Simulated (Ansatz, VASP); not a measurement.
## Two plane-wave programs on MgSnN

```
Mg Sn N
1.0
    -3.11198   -0.00248    0.00016
     0.00025   -0.00056   -4.80039
    -0.00496   -6.22811   -0.00072
Mg Sn N
2 2 2
Cartesian
  -0.0034 -3.1142 0.0004
  0.0006 0.0001 0.0012
  -1.5598 -4.6726 -2.3967
  -1.5562 -1.5592 -2.4007
  -1.5613 -4.6720 -0.0049
  -1.5559 -1.5580 -0.0011
```

Change from the starting cell: cell x2, atoms moved at random (sigma 0.05 Å) and cell strained at random (1.5 %), then relaxed without symmetry.

Alike in both runs: functional PBE; k mesh 8 × 4 × 4; occupations gaussian, width 0.2 eV; no spin polarisation.

Ansatz relaxed the structure, and its values are those at the end. VASP's run is a single point on that final structure, the one shown.

```csv
,VASP,Ansatz
version,VASP 6.6.1,Ansatz 0.2.0
potentials or method,"VASP PAW PBE potentials, release 64 (Mg, Sn_d, N), cutoff 520 eV","scalar-relativistic, plane waves, PAW"
valence electrons in the cell,42,58
```

|  | VASP | Ansatz | Ansatz less VASP |
| --- | --- | --- | --- |
| gap on the k mesh at the Fermi level (eV) | none | none | - |
| pressure (GPa) | -0.2 | 0.0 | +0.21 |
| rms of the force components (eV/Å) | 0.003 | 0.003 | -0.0001 |

A gap of «none» marks a metal or a gap that the smearing closes. VASP's potentials hold 42 valence electrons a cell and Ansatz's 58, so a difference there can come from the potentials and not from the codes.
